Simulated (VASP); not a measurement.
Write the native input for VASP 6.6.1 that does the following.

* Task: single point
* Functional: PBE
* Potentials or basis: VASP PAW PBE potentials, release 64 (Te, Mo_sv)
* Cutoff: 520 eV
* k mesh: 12 × 12 × 3
* Occupations: gaussian, width 0.01 eV
* Spin: no spin polarisation
* Dipole correction: no
* Further INCAR settings: ALGO = Normal; EDIFF = 1e-07; NBANDS = 35

The structure of Te2Mo lies in POSCAR:

```
Te2Mo
1.0
    3.5182000000      0.0000000000      0.0000000000
   -1.7591000000      3.0468505756      0.0000000000
    0.0000000000      0.0000000000     13.9736000000
Te Mo
4 2
Direct
    0.3333333333      0.6666666667      0.6201226891
    0.6666666667      0.3333333333      0.1201226891
    0.3333333333      0.6666666667      0.8798773109
    0.6666666667      0.3333333333      0.3798773109
    0.3333333333      0.6666666667      0.2500000000
    0.6666666667      0.3333333333      0.7500000000
```

The input as run:

INCAR

```
ALGO = Normal
EDIFF = 1E-7
ENCUT = 520
GGA = PE
ISIF = 2
ISMEAR = 0
LASPH = True
LCHARG = False
LREAL = False
LWAVE = False
NBANDS = 35
NELM = 80
PREC = Accurate
SIGMA = 0.01
```

KPOINTS

```
k-points
0
Gamma
  12 12 3
```

Potentials or basis: VASP PAW PBE potentials, release 64 (Te, Mo_sv).

The run is started by

```sh
$ cat potpaw_PBE.64/Te/POTCAR potpaw_PBE.64/Mo_sv/POTCAR > POTCAR
$ mpirun -np 1 vasp_std > vasp.out
```

It gave:

```json
{
  "Pressure": "2.2 GPa",
  "Largest force": "0.014 eV/Å",
  "Band gap on the k mesh": "0.75 eV (least direct gap 1.05 eV)"
}
```

Caveat: semilocal functionals underestimate gaps, and a narrow one can read as zero; spin-orbit coupling is left out, which moves the levels of the heavy elements; this functional lacks dispersion, which binds layers or chains, so the pressure and a relaxed spacing across them are unreliable.

It took 4 min on 1 thread of Intel(R) Xeon(R) Platinum 8259CL CPU @ 2.50GHz (Skylake/Cascade Lake) (shared host), peak memory 0.37 GiB.
